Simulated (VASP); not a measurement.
Set up this calculation in VASP 6.6.1, as the native input.

| Quantity | Value |
| --- | --- |
| Task | single point |
| Functional | r2SCAN |
| Potentials or basis | VASP PAW PBE potentials, release 64 (La) |
| Cutoff | 520 eV |
| k mesh | 10 × 10 × 6 |
| Occupations | fermi-dirac, width 0.1 eV |
| Spin | no spin polarisation |
| Dipole correction | no |
| Further INCAR settings | ALGO = Normal; EDIFF = 1e-06; NBANDS = 18 |

The system is La.

```
La
1.0
     3.83366    0.00000    0.00000
    -1.91683    3.32004    0.00000
     0.00000    0.00000    6.13548
La
2
Direct
  0.33330 0.66670 0.25000
  0.66660 0.33330 0.75000
```

One way to write it, as run:

POSCAR

```
La
1.0
    3.8336570000      0.0000000000      0.0000000000
   -1.9168280000      3.3200450000      0.0000000000
    0.0000000000      0.0000000000      6.1354790000
La
2
Direct
    0.3333000000      0.6667000000      0.2500000000
    0.6666000000      0.3333000000      0.7500000000
```

INCAR.step1

```
SYSTEM = La
PREC = Accurate
ENCUT = 520
ISMEAR = -1
SIGMA = 0.1
LREAL = .False.
LASPH = .True.
NELM = 60
NBANDS = 18
GGA = PE
ALGO = Normal
EDIFF = 1E-4
LWAVE = .True.
LCHARG = .False.
```

INCAR.step2

```
SYSTEM = La
PREC = Accurate
ENCUT = 520
EDIFF = 1E-6
ISMEAR = -1
SIGMA = 0.1
LREAL = .False.
LASPH = .True.
NELM = 60
ALGO = Normal
ISIF = 2
LWAVE = .False.
LCHARG = .False.
METAGGA = R2SCAN
LMIXTAU = .True.
NBANDS = 18
ISTART = 1
```

KPOINTS

```
regular mesh
0
Gamma
  10 10 6
  0 0 0
```

Potentials or basis: VASP PAW PBE potentials, release 64 (La).

Launch:

```bash
$ cat potpaw_PBE.64/La/POTCAR > POTCAR
$ cp INCAR.step1 INCAR
$ mpirun -np 1 vasp_std > vasp.out
$ cp INCAR.step2 INCAR
$ mpirun -np 1 vasp_std > vasp.out
```

It gave:

* Pressure: -0.5 GPa
* Band gap on the k mesh: zero (bands 11 and 12 overlap by 1.69 eV)

Caveat: the PAW data sets were made with another functional, which shifts forces and pressure a little; spin-orbit coupling is left out, which moves the levels of the heavy elements.

Run time: 9.8 min on 1 thread of Intel(R) Xeon(R) Platinum 8488C (Sapphire Rapids) (shared host), peak memory 0.34 GiB.
